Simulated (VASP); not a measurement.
Here is a VASP 6.6.1 calculation.

Contents of INCAR:

```
ALGO = Normal ; EDIFF = 1E-6
ENCUT = 520 ; GGA = PE
ISIF = 2 ; ISMEAR = 0
LASPH = T ; LCHARG = F
LREAL = F ; LWAVE = F
NBANDS = 15 ; NELM = 80
PREC = Accurate ; SIGMA = 0.02
```

KPOINTS

```
k-points
0
Gamma
  6 6 6
```

Contents of POSCAR:

```
KI
1.0
    4.8916451977      0.0000000000      0.0000000000
   -2.4458225988      4.2362890075      0.0000000000
    0.0000000000      0.0000000000      4.4978544374
K I
1 1
Direct
    0.0000000000      0.0000000000      0.0000000000
    0.6666666667      0.3333333333      0.5000000000
```

Potentials or basis: VASP PAW PBE potentials, release 64 (K_sv, I).

Launch:

```bash
$ cat potpaw_PBE.64/K_sv/POTCAR potpaw_PBE.64/I/POTCAR > POTCAR
$ mpirun -np 1 vasp_std > vasp.out
```

**Question.** Predict the band gap on the k mesh.

**Answer.** 3.63 eV, indirect (least direct gap 3.64 eV).

**Question.** Estimate the pressure.

**Answer.** 0.0 GPa.

Caveat: spin-orbit coupling is left out, which moves the levels of the heavy elements. A k mesh can miss the band edges.
